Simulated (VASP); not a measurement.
The system is Cu.

```
Cu
1.0
     2.49656    0.00000    0.00000
    -1.24828    2.16208    0.00000
     0.00000    0.00000    8.15016
Cu
4
Direct
  0.66667 0.33333 0.75000
  0.00000 0.00000 0.50000
  0.33333 0.66667 0.25000
  0.00000 0.00000 0.00000
```

This isn't the form of Cu at room conditions, which is fcc.

Base run:

```yaml
Program: VASP 6.6.1
Functional: r2SCAN
Potentials_or_basis: VASP PAW PBE potentials, release 64 (Cu)
Cutoff: 520 eV
k_mesh: 12 × 12 × 4
Occupations: fermi-dirac, width 0.05 eV
Spin: no spin polarisation
```

Its results: band gap on the k mesh zero (bands 22 and 23 overlap by 5.59 eV); pressure 7.9 GPa.

Question: The run is repeated on the same cell with these changes: functional from r2SCAN to LDA; potentials or basis from VASP PAW PBE potentials, release 64 (Cu) to VASP PAW LDA potentials, release 64 (Cu). What comes out?

Answer: Band gap on the k mesh zero (bands 22 and 23 overlap by 5.41 eV); pressure -0.2 GPa.

Caveats: the cell stands under pressure (at least some runs); the PAW data sets were made with another functional, which shifts forces and pressure a little (at least some runs).
